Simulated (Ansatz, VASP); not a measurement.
# ZrS: VASP beside Ansatz

```
Zr S
1.0
     0.00000    2.70375    2.54625
     2.70375    0.00000    2.54625
     2.70375    2.70375    0.00000
Zr S
1 1
Direct
  0.00000 0.00000 0.00000
  0.50000 0.50000 0.50000
```

Change from the starting cell: strain +0.030 along x and y, -0.030 along z, atoms carried along.

Alike in both runs: task single point; functional PBEsol; k mesh 16 × 16 × 16; occupations gaussian, width 0.15 eV; no spin polarisation.

```csv
,VASP,Ansatz
version,VASP 6.6.1,Ansatz 0.2.0
potentials or method,"VASP PAW PBE potentials, release 64 (Zr_sv, S), cutoff 520 eV","scalar-relativistic, plane waves, PAW"
valence electrons in the cell,18,18
```

```csv
,VASP,Ansatz,Ansatz less VASP
gap on the k mesh at the Fermi level (eV),none,none,-
pressure (GPa),-8.2,-8.4,-0.18
"traceless stress, the component that is largest in VASP (GPa)",9.48,9.39,-0.087
```

VASP's potentials were made for PBE, not for PBEsol. A gap of «none» marks a metal or a gap that the smearing closes. The functional is the same, so the differences come from potentials, cutoffs and numerics.
